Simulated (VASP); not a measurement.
# GaP in VASP: further runs, part 3 of 3

VASP 6.6.1. Earlier steps stand in the parts before.

**5. Electric field gradients, PBE (volume scaled by 0.94)**

Contents of INCAR:

```
SYSTEM = GaP
PREC = Accurate ; ENCUT = 520
EDIFF = 1E-8 ; ISMEAR = -1
SIGMA = 0.05 ; LREAL = .FALSE.
LASPH = .TRUE. ; NELM = 100
ALGO = Normal ; ISIF = 2
LWAVE = .FALSE. ; LCHARG = .FALSE.
GGA = PE ; LEFG = .TRUE.
NBANDS = 16
```

Contents of KPOINTS:

```
Automatic mesh
0
G
  10 10 10
  0 0 0
```

Contents of POSCAR:

```
GaP
1.0
    0.0000000000      2.6696170428      2.6696170428
    2.6696170428      0.0000000000      2.6696170428
    2.6696170428      2.6696170428      0.0000000000
Ga P
1 1
Direct
    0.0000000000      0.0000000000      0.0000000000
    0.7500000000      0.7500000000      0.7500000000
```

Potentials or basis: VASP PAW PBE potentials, release 64 (Ga_d, P).

Launch:

```
$ cat potpaw_PBE.64/Ga_d/POTCAR potpaw_PBE.64/P/POTCAR > POTCAR
$ mpirun -np 1 vasp_std > vasp.out
```

OUTCAR:

```text
SYSTEM = GaP
   PREC = Accurate
   ENCUT = 520
   EDIFF = 1E-8
   ISMEAR = -1
   LREAL = .FALSE.
   LASPH = .TRUE.
   NELM = 100
   ISIF = 2
   GGA = PE

 ion  position               nearest neighbor table
   1  0.000  0.000  0.000-   2 2.31   2 2.31   2 2.31   2 2.31
   2  0.750  0.750  0.750-   1 2.31   1 2.31   1 2.31   1 2.31

  LATTYP: Found a face centered cubic cell.
 ALAT       =     5.3392340856

  Lattice vectors:

 A1 = (   0.0000000000,   2.6696170428,   2.6696170428)
 A2 = (   2.6696170428,   0.0000000000,   2.6696170428)
 A3 = (   2.6696170428,   2.6696170428,   0.0000000000)

Analysis of symmetry for initial positions (statically):
=====================================================================
 Subroutine PRICEL returns:
 Original cell was already a primitive cell.

 Routine SETGRP: Setting up the symmetry group for a
 face centered cubic supercell.

 Subroutine GETGRP returns: Found 24 space group operations
[... 642 lines left out ...]
  volume of cell :       38.05
      direct lattice vectors                 reciprocal lattice vectors
     0.000000000  2.669617043  2.669617043    -0.187292781  0.187292781  0.187292781
     2.669617043  0.000000000  2.669617043     0.187292781 -0.187292781  0.187292781
     2.669617043  2.669617043  0.000000000     0.187292781  0.187292781 -0.187292781

 POSITION                                       TOTAL-FORCE (eV/Angst)
 -----------------------------------------------------------------------------------
      0.00000      0.00000      0.00000         0.000000      0.000000      0.000000
      4.00443      4.00443      4.00443        -0.000000     -0.000000     -0.000000
 -----------------------------------------------------------------------------------
    total drift:                               -0.000002     -0.000002     -0.000001

  FREE ENERGIE OF THE ION-ELECTRON SYSTEM (eV)
  ---------------------------------------------------
  free  energy   TOTEN  =        -9.0360551437 eV

  energy  without entropy=       -9.0360551377  energy(sigma->0) =       -9.03605514

 Electric field gradients (V/A^2)
---------------------------------------------------------------------
 ion       V_xx      V_yy      V_zz      V_xy      V_xz      V_yz
---------------------------------------------------------------------
   1       0.000     0.000    -0.000    -0.001    -0.001    -0.001
   2       0.000    -0.000     0.000    -0.000    -0.000    -0.000
---------------------------------------------------------------------

 Electric field gradients after diagonalization (V/A^2)
 (convention: |V_zz| > |V_xx| > |V_yy|)
----------------------------------------------------------------------
 ion       V_xx      V_yy      V_zz     asymmetry (V_yy - V_xx)/ V_zz
----------------------------------------------------------------------
   1       0.001     0.001    -0.003       0.000
   2       0.000     0.000    -0.000       0.000
----------------------------------------------------------------------

           NMR quadrupolar parameters

 Cq : quadrupolar parameter    Cq=e*Q*V_zz/h
 eta: asymmetry parameters     (V_yy - V_xx)/ V_zz
 Q  : nuclear electric quadrupole moment in mb (millibarn)
----------------------------------------------------------------------
 ion       Cq(MHz)       eta       Q (mb)
----------------------------------------------------------------------
   1      -0.000       0.000       1.000
   2      -0.000       0.000       1.000
----------------------------------------------------------------------
```

OSZICAR:

```text
N       E                     dE             d eps       ncg     rms          rms(c)
DAV:   1     0.787893092143E+02    0.78789E+02   -0.90987E+03  1624   0.166E+03
DAV:   2    -0.350477602035E+01   -0.82294E+02   -0.78601E+02  1784   0.308E+02
DAV:   3    -0.923609803613E+01   -0.57313E+01   -0.57157E+01  1872   0.637E+01
DAV:   4    -0.932279646655E+01   -0.86698E-01   -0.86672E-01  1904   0.826E+00
DAV:   5    -0.932433651588E+01   -0.15400E-02   -0.15400E-02  1904   0.965E-01    0.456E+00
DAV:   6    -0.906768565994E+01    0.25665E+00   -0.38137E-01  2352   0.113E+01    0.306E+00
DAV:   7    -0.903534671251E+01    0.32339E-01   -0.10807E-01  1984   0.231E+00    0.118E+00
DAV:   8    -0.903554772859E+01   -0.20102E-03   -0.14009E-02  1792   0.146E+00    0.253E-01
DAV:   9    -0.903593497770E+01   -0.38725E-03   -0.13412E-03  1864   0.478E-01    0.746E-02
DAV:  10    -0.903599190638E+01   -0.56929E-04   -0.11036E-04  2368   0.134E-01    0.333E-02
DAV:  11    -0.903605509554E+01   -0.63189E-04   -0.84253E-05  1712   0.750E-02    0.552E-03
DAV:  12    -0.903605485278E+01    0.24276E-06   -0.22792E-06  1968   0.194E-02    0.390E-03
DAV:  13    -0.903605511709E+01   -0.26431E-06   -0.76471E-07  1872   0.736E-03    0.213E-03
DAV:  14    -0.903605513879E+01   -0.21703E-07   -0.23308E-08  1896   0.111E-03    0.168E-03
DAV:  15    -0.903605514371E+01   -0.49231E-08   -0.20468E-09  1536   0.341E-04
   1 F= -.90360551E+01 E0= -.90360551E+01  d E =-.604884E-08
```

Run time: 13 s. Hardware: 1 thread of Intel Xeon 6975P-C (Granite Rapids), shared host; peak memory 0.17 GiB.

Results:

- Free energy: -9.0361 eV
- Pressure: 8.6 GPa
- Band gap on the k mesh: 1.49 eV, indirect (least direct gap 2.35 eV)

Caveat: without QUAD_EFG the Cq values of the log hold for a quadrupole moment of 1 mb, not for the nuclei. A k mesh can miss the band edges.

**6. Electric field gradients, PBE (volume scaled by 0.96)**

Contents of INCAR:

```
ALGO = Normal ; EDIFF = 1E-8
ENCUT = 520 ; GGA = PE
ISIF = 2 ; ISMEAR = -1
LASPH = True ; LCHARG = False
LEFG = True ; LREAL = False
LWAVE = False ; NBANDS = 16
NELM = 80 ; PREC = Accurate
SIGMA = 0.05
```

Contents of KPOINTS:

```
k-points
0
Gamma
  10 10 10
```

Contents of POSCAR:

```
GaP
1.0
    0.0000000000      2.6884177822      2.6884177822
    2.6884177822      0.0000000000      2.6884177822
    2.6884177822      2.6884177822      0.0000000000
Ga P
1 1
Direct
    0.0000000000      0.0000000000      0.0000000000
    0.7500000000      0.7500000000      0.7500000000
```

Potentials or basis: VASP PAW PBE potentials, release 64 (Ga_d, P).

Launch:

```
$ cat potpaw_PBE.64/Ga_d/POTCAR potpaw_PBE.64/P/POTCAR > POTCAR
$ mpirun -np 1 vasp_std > vasp.out
```

OUTCAR:

```text
EDIFF = 1E-8
   ENCUT = 520
   GGA = PE
   ISIF = 2
   ISMEAR = -1
   LASPH = True
   LREAL = False
   NELM = 80
   PREC = Accurate

 ion  position               nearest neighbor table
   1  0.000  0.000  0.000-   2 2.33   2 2.33   2 2.33   2 2.33
   2  0.750  0.750  0.750-   1 2.33   1 2.33   1 2.33   1 2.33

  LATTYP: Found a face centered cubic cell.
 ALAT       =     5.3768355644

  Lattice vectors:

 A1 = (   0.0000000000,   2.6884177822,   2.6884177822)
 A2 = (   2.6884177822,   0.0000000000,   2.6884177822)
[... 668 lines left out ...]
  free  energy   TOTEN  =        -9.0739788578 eV

  energy  without entropy=       -9.0739788536  energy(sigma->0) =       -9.07397886

 Electric field gradients (V/A^2)
---------------------------------------------------------------------
 ion       V_xx      V_yy      V_zz      V_xy      V_xz      V_yz
---------------------------------------------------------------------
   1      -0.000     0.000     0.000    -0.000    -0.000    -0.000
   2       0.000     0.000     0.000     0.000     0.000     0.000
---------------------------------------------------------------------

 Electric field gradients after diagonalization (V/A^2)
 (convention: |V_zz| > |V_xx| > |V_yy|)
----------------------------------------------------------------------
 ion       V_xx      V_yy      V_zz     asymmetry (V_yy - V_xx)/ V_zz
----------------------------------------------------------------------
   1       0.000     0.000    -0.000       0.000
   2      -0.000    -0.000     0.000       0.000
----------------------------------------------------------------------

           NMR quadrupolar parameters

 Cq : quadrupolar parameter    Cq=e*Q*V_zz/h
 eta: asymmetry parameters     (V_yy - V_xx)/ V_zz
 Q  : nuclear electric quadrupole moment in mb (millibarn)
----------------------------------------------------------------------
 ion       Cq(MHz)       eta       Q (mb)
----------------------------------------------------------------------
   1      -0.000       0.000       1.000
   2       0.000       0.000       1.000
----------------------------------------------------------------------
```

OSZICAR:

```text
N       E                     dE             d eps       ncg     rms          rms(c)
DAV:   1     0.805592865932E+02    0.80559E+02   -0.89293E+03  1584   0.162E+03
DAV:   2    -0.297482693753E+01   -0.83534E+02   -0.79058E+02  1728   0.316E+02
DAV:   3    -0.925176905394E+01   -0.62769E+01   -0.62578E+01  1872   0.655E+01
DAV:   4    -0.935326330718E+01   -0.10149E+00   -0.10147E+00  1840   0.914E+00
DAV:   5    -0.935524081785E+01   -0.19775E-02   -0.19774E-02  1912   0.114E+00    0.445E+00
DAV:   6    -0.910373246822E+01    0.25151E+00   -0.37859E-01  2312   0.110E+01    0.297E+00
DAV:   7    -0.907323361283E+01    0.30499E-01   -0.10372E-01  1984   0.223E+00    0.116E+00
DAV:   8    -0.907346032832E+01   -0.22672E-03   -0.13834E-02  1776   0.144E+00    0.234E-01
DAV:   9    -0.907385119068E+01   -0.39086E-03   -0.13368E-03  1840   0.486E-01    0.762E-02
DAV:  10    -0.907391322141E+01   -0.62031E-04   -0.11175E-04  2376   0.129E-01    0.350E-02
DAV:  11    -0.907397885059E+01   -0.65629E-04   -0.88017E-05  1688   0.770E-02    0.533E-03
DAV:  12    -0.907397855857E+01    0.29202E-06   -0.24375E-06  1976   0.202E-02    0.367E-03
DAV:  13    -0.907397882789E+01   -0.26931E-06   -0.79261E-07  1896   0.747E-03    0.205E-03
DAV:  14    -0.907397885228E+01   -0.24394E-07   -0.25167E-08  1920   0.115E-03    0.167E-03
DAV:  15    -0.907397885779E+01   -0.55124E-08   -0.21234E-09  1536   0.350E-04
   1 F= -.90739789E+01 E0= -.90739789E+01  d E =-.415008E-08
```

Run time: 13 s. Hardware: 1 thread of Intel Xeon 6975P-C (Granite Rapids), shared host; peak memory 0.17 GiB.

What came out:

* Free energy: -9.0740 eV
* Pressure: 6.4 GPa
* Band gap on the k mesh: 1.53 eV, indirect (least direct gap 2.17 eV)

Caveat: without QUAD_EFG the Cq values of the log hold for a quadrupole moment of 1 mb, not for the nuclei. A k mesh can miss the band edges.

**7. Summary**

| cell | gap on the mesh (eV) | pressure (GPa) |
| --- | --- | --- |
| a = 3.797, b = 3.797, c = 3.854 Å, angles 59.5, 59.5, 61.0°, 2 atoms | 1.26 | 5.3 |
| a = 3.835, b = 3.835, c = 3.854 Å, angles 59.8, 59.8, 60.3°, 2 atoms | 1.49 | 3.4 |
| a = 3.893, b = 3.893, c = 3.854 Å, angles 60.3, 60.3, 59.3°, 2 atoms | 1.54 | 0.8 |
| a = 3.775 Å, angles 60.0°, 2 atoms | 1.49 | 8.6 |
| a = 3.802 Å, angles 60.0°, 2 atoms | 1.53 | 6.4 |

Alike in all rows: task electric field gradients; level PBE; potentials or basis VASP PAW PBE potentials, release 64 (Ga_d, P); no spin polarisation; k mesh 10 × 10 × 10; cutoff (eV) 520; smearing fermi-dirac 0.05 eV.

Absolute energies hang on the potentials; compare differences alone.
